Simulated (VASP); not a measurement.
# Ir (Pm-3m) in VASP: a series of runs

Ir is run at these levels: RPBE; tasks: single point, relaxation of cell and atoms.

Program: VASP 6.6.1. These are calculated values, not measurements. Logs are shortened: lines on timing, memory, paths and dates and some standing lists are left out, and cuts for length are marked.

## 1. The cell of the first run

It takes space group Pm-3m (No. 221, cubic). The conventional cell has a = 2.685 Å, b = 2.685 Å, c = 2.685 Å, α = 90.00°, β = 90.00°, γ = 90.00°. Within 3.5 Å of Ir (site symmetry m-3m) lie 6 Ir at 2.68 Å.

## 2. Single point, RPBE (volume scaled by 1.12)

Input file INCAR:

```
SYSTEM = Ir
PREC     = Accurate       ! precision mode
ENCUT    = 520            ! plane-wave cutoff, eV
EDIFF    = 1E-6           ! SCF threshold, eV
ISMEAR   = -1             ! smearing method
SIGMA    = 0.1            ! smearing width, eV
LREAL    = .False.        ! projectors in reciprocal space
LASPH    = .True.         ! aspherical terms in the spheres
NELM     = 100            ! most SCF steps
ALGO     = Normal         ! electronic algorithm
ISIF     = 2              ! what is computed and relaxed
LWAVE    = .False.        ! write WAVECAR
LCHARG   = .False.        ! write CHGCAR
GGA      = RP             ! functional
NBANDS   = 10             ! bands
```

Input file KPOINTS:

```
regular mesh
0
Gamma
  14 14 14
  0 0 0
```

Input file POSCAR:

```
Ir
1.0
    2.6846440443      0.0000000000      0.0000000000
    0.0000000000      2.6846440443      0.0000000000
    0.0000000000      0.0000000000      2.6846440443
Ir
1
Direct
    0.0000000000      0.0000000000      0.0000000000
```

Potentials or basis: VASP PAW PBE potentials, release 64 (Ir).

Launch:

```bash
> cat potpaw_PBE.64/Ir/POTCAR > POTCAR
> mpirun -np 1 vasp_std > vasp.out
```

OUTCAR:

```text
SYSTEM = Ir
   PREC = Accurate
   ENCUT = 520
   EDIFF = 1E-6
   ISMEAR = -1
   LREAL = .False.
   LASPH = .True.
   NELM = 100
   ISIF = 2
   GGA = RP

 ion  position               nearest neighbor table
   1  0.000  0.000  0.000-

  LATTYP: Found a simple cubic cell.
 ALAT       =     2.6846440443

  Lattice vectors:

 A1 = (   2.6846440443,   0.0000000000,   0.0000000000)
 A2 = (   0.0000000000,   2.6846440443,   0.0000000000)
 A3 = (   0.0000000000,   0.0000000000,   2.6846440443)

Analysis of symmetry for initial positions (statically):
=====================================================================
 Subroutine PRICEL returns:
 Original cell was already a primitive cell.

 Routine SETGRP: Setting up the symmetry group for a
 simple cubic supercell.

 Subroutine GETGRP returns: Found 48 space group operations
 (whereof 48 operations were pure point group operations)
 out of a pool of 48 trial point group operations.

The static configuration has the point symmetry O_h .

Analysis of symmetry for dynamics (positions and initial velocities):
=====================================================================
 Subroutine PRICEL returns:
 Original cell was already a primitive cell.

 Routine SETGRP: Setting up the symmetry group for a
 simple cubic supercell.

 Subroutine GETGRP returns: Found 48 space group operations
 (whereof 48 operations were pure point group operations)
 out of a pool of 48 trial point group operations.

The dynamic configuration has the point symmetry O_h .

 Subroutine INISYM returns: Found 48 space group operations
 (whereof 48 operations are pure point group operations),
 and found     1 'primitive' translations

----------------------------------------------------------------------------------------

                                     Primitive cell

  volume of cell :      19.3491

  direct lattice vectors                    reciprocal lattice vectors
     2.684644044  0.000000000  0.000000000     0.372488860  0.000000000  0.000000000
     0.000000000  2.684644044  0.000000000     0.000000000  0.372488860  0.000000000
     0.000000000  0.000000000  2.684644044     0.000000000  0.000000000  0.372488860

  length of vectors
     2.684644044  2.684644044  2.684644044     0.372488860  0.372488860  0.372488860

  position of ions in fractional coordinates (direct lattice)
     0.000000000  0.000000000  0.000000000

  ion indices of the primitive-cell ions
   primitive index   ion index
                 1           1

----------------------------------------------------------------------------------------

 KPOINTS: regular mesh

Automatic generation of k-mesh.
 Grid dimensions read from file:
 generate k-points for:   14   14   14

 Generating k-lattice:

  Cartesian coordinates                     Fractional coordinates (reciprocal lattice)
     0.026606347  0.000000000  0.000000000     0.071428571  0.000000000  0.000000000
     0.000000000  0.026606347  0.000000000     0.000000000  0.071428571  0.000000000
     0.000000000  0.000000000  0.026606347     0.000000000  0.000000000  0.071428571

  Length of vectors
     0.026606347  0.026606347  0.026606347

  Shift w.r.t. Gamma in fractional coordinates (k-lattice)
     0.000000000  0.000000000  0.000000000

 Subroutine IBZKPT returns following result:
 ===========================================

 Found    120 irreducible k-points:

 Following reciprocal coordinates:
            Coordinates               Weight
  0.000000  0.000000  0.000000      1.000000
  0.071429  0.000000  0.000000      6.000000
  0.142857  0.000000  0.000000      6.000000
  0.214286  0.000000  0.000000      6.000000
  0.285714  0.000000  0.000000      6.000000
  0.357143  0.000000  0.000000      6.000000
[... 16 lines left out ...]
  0.285714  0.214286  0.000000     24.000000
  0.357143  0.214286  0.000000     24.000000
 [... further k-points ...]
   k-points           NKPTS =    120   k-points in BZ     NKDIM =    120   number of bands    NBANDS=     10
   number of dos      NEDOS =    301   number of ions     NIONS =      1
   total plane-waves  NPLWV =   8000
   dimension x,y,z NGX =    20 NGY =   20 NGZ =   20
   dimension x,y,z NGXF=    40 NGYF=   40 NGZF=   40
   ions per type =               1
   NGX,Y,Z   is equivalent  to a cutoff of  12.38, 12.38, 12.38 a.u.
   NGXF,Y,Z  is equivalent  to a cutoff of  24.77, 24.77, 24.77 a.u.
 SYSTEM =  Ir
   PREC   = accura    normal or accurate (medium, high low for compatibility)
   ISTART =      0    job   : 0-new  1-cont  2-samecut
   ICHARG =      2    charge: 1-file 2-atom 10-const
   ISPIN  =      1    spin polarized calculation?
   LNONCOLLINEAR =      F non collinear calculations
   LSORBIT =      F    spin-orbit coupling
   LASPH  =      T    aspherical Exc in radial PAW
   ENCUT  =  520.0 eV  38.22 Ry    6.18 a.u.   4.99  4.99  4.99*2*pi/ulx,y,z
   NELM   =    100;   NELMIN=  2; NELMDL= -5     # of ELM steps
   EDIFF  = 0.1E-05   stopping-criterion for ELM
   LREAL  =      F    real-space projection
   EDIFFG = 0.1E-04   stopping-criterion for IOM
   NSW    =      0    number of steps for IOM
   IBRION =     -1    ionic relax: 0-MD 1-quasi-New 2-CG
   NFREE  =      0    steps in history (QN), initial steepest desc. (CG)
   ISIF   =      2    stress and relaxation
   ISYM   =      2    0-nonsym 1-usesym 2-fastsym
   POTIM  = 0.5000    time-step for ionic-motion
   TEBEG  =    0.0;   TEEND  =   0.0 temperature during run
   PSTRESS=    0.0 pullay stress
   NELECT =       9.0000    total number of electrons
   NUPDOWN=      -1.0000    fix difference up-down
   EMIN   =  10.00;   EMAX   =-10.00  energy-range for DOS
   EFERMI =   0.00;   METHOD = LEGACY
   ISMEAR =    -1;   SIGMA  =   0.10  broadening in eV -4-tet -1-fermi 0-gaus
   EFERMI_NEDOS =   21; number of points for ismear=-14 and -15
   IALGO  =     38    algorithm
   IMIX   =      4    mixing-type and parameters
     AMIX     =   0.40;   BMIX     =  1.00
     AMIX_MAG =   1.60;   BMIX_MAG =  1.00
  volume/ion in A,a.u.               =      19.35       130.57
  Fermi-wavevector in a.u.,A,eV,Ry     =   1.268437  2.396999 21.890860  1.608933
  Thomas-Fermi vector in A             =   2.401532
   LORBIT       =      0    0 simple, 1 ext, 2 COOP (PROOUT), +10 PAW based schemes
   GGA     = RP    functional components
   LHFCALC =     F    Hartree Fock is set to
   AEXX    =    0.0000 exact exchange contribution
   IVDW    =     0    specifies the selected vdW correction
   LEPSILON=     F    determine dielectric tensor
   LRPA    =     F    only Hartree local field effects (RPA)
 non-spin polarized calculation
  energy-cutoff  :      520.00
  volume of cell :       19.35
 maximum number of plane-waves:       552
 NGX is ok and might be reduce to    20
   NGX =  9   NGY =  9   NGZ =  9

 number of electron       9.0000001 magnetization

 Free energy of the ion-electron system (eV)
  ---------------------------------------------------
  ext. energy  EPLUGINS =         0.00000000
  ---------------------------------------------------
  free energy    TOTEN  =        -7.11750924 eV

  energy without entropy =       -7.05930720  energy(sigma->0) =       -7.08840822

 E-fermi :   5.7943     XC(G=0): -11.9477

 val. band max:        5.7718964302   @ k =   0.1429   0.1429   0.0714
 cond. band min:       5.8207997993   @ k =   0.2143   0.0000   0.0000
 fundamental gap:      0.0489033692
 Fermi energy:         5.7942872310

 k-point     1 :       0.0000    0.0000    0.0000
  band No.  band energies     occupation
      1      -2.1716      2.00000
      2       0.8685      2.00000
      3       0.8685      2.00000
      4       6.7745      0.00011
      5       6.7745      0.00011
      6       6.7745      0.00011
      7      20.5391      0.00000
      8      20.5391      0.00000
      9      20.5391      0.00000
     10      25.8227      0.00000

 k-point     2 :       0.0714    0.0000    0.0000
  band No.  band energies     occupation
      1      -2.0329      2.00000
      2       0.8955      2.00000
      3       0.9925      2.00000
      4       6.6417      0.00042
      5       6.6417      0.00042
      6       6.7848      0.00010
      7      19.5659      0.00000
      8      20.7902      0.00000
      9      20.7902      0.00000
     10      26.4265      0.00000

 k-point     3 :       0.1429    0.0000    0.0000
  band No.  band energies     occupation
      1      -1.6474      2.00000
      2       0.9722      2.00000
      3       1.3724      2.00000
      4       6.2889      0.01413
      5       6.2889      0.01413
      6       6.8137      0.00007
      7      17.6761      0.00000
      8      21.4891      0.00000
      9      21.4891      0.00000
     10      26.3628      0.00000

 k-point     4 :       0.2143    0.0000    0.0000
  band No.  band energies     occupation
      1      -1.1020      2.00000
      2       1.0855      2.00000
      3       2.0232      2.00000
      4       5.8208      0.86821
      5       5.8208      0.86821
      6       6.8558      0.00005
      7      15.6977      0.00000
      8      22.5061      0.00000
      9      22.5061      0.00000
     10      24.9354      0.00000
[... 222 lines left out ...]
 k-point    22 :       0.2143    0.2143    0.0000
  band No.  band energies     occupation
      1      -0.0698      2.00000
      2       1.8232      2.00000
      3       2.6059      2.00000
      4       4.8446      1.99985
      5       5.8463      0.74556
      6       6.0373      0.16173
      7      17.0940      0.00000
      8      17.3953      0.00000
      9      24.5583      0.00000
     10      24.9623      0.00000

 k-point    23 :       0.2857    0.2143    0.0000
  band No.  band energies     occupation
      1       0.4257      2.00000
      2       2.0484      2.00000
      3       3.1772      2.00000
      4       4.7359      1.99995
      5       5.4677      1.92650
      6       6.0266      0.17844
      7      15.2105      0.00000
      8      18.2150      0.00000
      9      24.3199      0.00000
     10      25.8019      0.00000

 k-point    24 :       0.3571    0.2143    0.0000
  band No.  band energies     occupation
      1       0.8416      2.00000
      2       2.1762      2.00000
      3       3.2279      2.00000
      4       5.0944      1.99818
      5       5.6205      1.70075
      6       6.0797      0.10890
      7      13.3353      0.00000
      8      19.2325      0.00000
      9      23.5283      0.00000
     10      26.6023      0.00000

 [... further k-points ...]
[... 5 lines left out ...]
  --------------------------------------------------------------------------------------
  -------------------------------------------------------------------------------------
  Total       -2.3842333     -2.3842333     -2.3842333     -0.0000000      0.0000000     -0.0000000
  in kB     -197.4236622   -197.4236622   -197.4236622     -0.0000000      0.0000000     -0.0000000
  external PRESSURE =    -197.4236622 kB  Pullay stress =       0.0000000 kB

 VOLUME and BASIS-vectors are now :
 -----------------------------------------------------------------------------
  energy-cutoff  :      520.00
  volume of cell :       19.35
      direct lattice vectors                 reciprocal lattice vectors
     2.684644044  0.000000000  0.000000000     0.372488860  0.000000000  0.000000000
     0.000000000  2.684644044  0.000000000     0.000000000  0.372488860  0.000000000
     0.000000000  0.000000000  2.684644044     0.000000000  0.000000000  0.372488860

 POSITION                                       TOTAL-FORCE (eV/Angst)
 -----------------------------------------------------------------------------------
      0.00000      0.00000      0.00000         0.000000      0.000000      0.000000
 -----------------------------------------------------------------------------------
    total drift:                               -0.000000      0.000000     -0.000000

  FREE ENERGIE OF THE ION-ELECTRON SYSTEM (eV)
  ---------------------------------------------------
  free  energy   TOTEN  =        -7.1175092419 eV

  energy  without entropy=       -7.0593072023  energy(sigma->0) =       -7.08840822
```

Wall time 10 s (1 thread of AMD EPYC 7R13 (Zen 3), shared host); peak memory 0.11 GiB.

Results:

| Property | Result |
| --- | --- |
| Free energy | -7.1175 eV |
| Pressure | -19.7 GPa |

Caveat: the PAW data sets were made with another functional, which shifts forces and pressure a little; spin-orbit coupling is left out, which moves the levels of the heavy elements.

(Continued in part 2 of 2.)
